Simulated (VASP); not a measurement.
Write the native input for VASP 6.6.1 that does the following.

```
Task                   : single point
Functional             : PBEsol
Potentials or basis    : VASP PAW PBE potentials, release 64 (Ni)
Cutoff                 : 520 eV
k mesh                 : 13 × 13 × 13
Occupations            : fermi-dirac, width 0.05 eV
Spin                   : collinear spin, ferromagnetic start
Starting moments       : [1.0] μB
Hubbard terms          : Ni d U = 2.0 eV
Dipole correction      : no
Further INCAR settings : ALGO = Fast; EDIFF = 1e-07; NBANDS = 15
```

The structure of Ni lies in POSCAR:

```
Ni
1.0
    0.0000000000      1.7375729330      1.7375729330
    1.7375729330      0.0000000000      1.7375729330
    1.7375729330      1.7375729330      0.0000000000
Ni
1
Direct
    0.0000000000      0.0000000000      0.0000000000
```

These files were run (other wordings do the same):

INCAR

```
  PREC = Accurate
  ENCUT = 520
  EDIFF = 1E-7
  ISMEAR = -1
  SIGMA = 0.05
  LREAL = False
  LASPH = True
  NELM = 150
  ALGO = Fast
  ISIF = 2
  LWAVE = False
  LCHARG = False
  ISPIN = 2
  MAGMOM = 1
  LORBIT = 11
  LMAXMIX = 4
  LDAU = True
  LDAUTYPE = 2
  LDAUL = 2
  LDAUU = 2
  LDAUJ = 0
  LDAUPRINT = 1
  GGA = PS
  NBANDS = 15
```

KPOINTS

```
regular mesh
0
Gamma
  13 13 13
```

Potentials or basis: VASP PAW PBE potentials, release 64 (Ni).

Run with:

```console
$ cat potpaw_PBE.64/Ni/POTCAR > POTCAR
$ mpirun -np 1 vasp_std > vasp.out
```

Results of the run:

```json
{"Pressure": "-7.3 GPa", "Net moment": "0.64 μB per cell", "Site moments": "Ni +0.65 μB", "Valence electrons inside the program's atomic spheres": "Ni 9.42"}
```

Caveat: the PAW data sets were made with another functional, which shifts forces and pressure a little; the U is typed as a test and isn't derived for this compound.

It took 16 s on 1 thread of AMD EPYC 9R45 96-Core Processor (Zen 5) (shared host), peak memory 0.1 GiB.
